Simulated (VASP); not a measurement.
Wanted: the native input for a VASP 6.6.1 run.

```yaml
Task: single point
Functional: revPBE
Dispersion: D3(BJ)
Potentials_or_basis: VASP PAW PBE potentials, release 64 (Sb, Ga_d)
Cutoff: 520 eV
k_mesh: 8 × 8 × 8
Occupations: fermi-dirac, width 0.05 eV
Spin: no spin polarisation
Dipole_correction: no
Further_INCAR_settings: ALGO = Normal; EDIFF = 1e-07; NBANDS = 16
```

The structure of GaSb lies in POSCAR:

```
GaSb
1.0
    0.0000000000      3.0590000000      3.0590000000
    3.0590000000      0.0000000000      3.0590000000
    3.0590000000      3.0590000000      0.0000000000
Sb Ga
1 1
Direct
    0.7500000000      0.7500000000      0.7500000000
    0.0000000000      0.0000000000      0.0000000000
```

These files were run (other wordings do the same):

INCAR

```
SYSTEM = GaSb
PREC = Accurate ; ENCUT = 520
EDIFF = 1E-7 ; ISMEAR = -1
SIGMA = 0.05 ; LREAL = .FALSE.
LASPH = .TRUE. ; NELM = 60
ALGO = Normal ; ISIF = 2
LWAVE = .FALSE. ; LCHARG = .FALSE.
GGA = RE ; IVDW = 12
NBANDS = 16
```

KPOINTS

```
regular mesh
0
G
  8 8 8
  0 0 0
```

Potentials or basis: VASP PAW PBE potentials, release 64 (Sb, Ga_d).

Run with:

```bash
$ cat potpaw_PBE.64/Sb/POTCAR potpaw_PBE.64/Ga_d/POTCAR > POTCAR
$ mpirun -np 1 vasp_std > vasp.out
```

Results of the run:

```
Pressure                   : -0.4 GPa
Band gap on the k mesh     : 0.11 eV, direct
Dispersion energy per atom : -0.627 eV
```

Caveat: the PAW data sets were made with another functional, which shifts forces and pressure a little; spin-orbit coupling is left out, which moves the levels of the heavy elements.

Run time: 11 s on 1 thread of Intel(R) Xeon(R) Platinum 8559C (Emerald Rapids), on a shared host, peak memory 0.19 GiB.
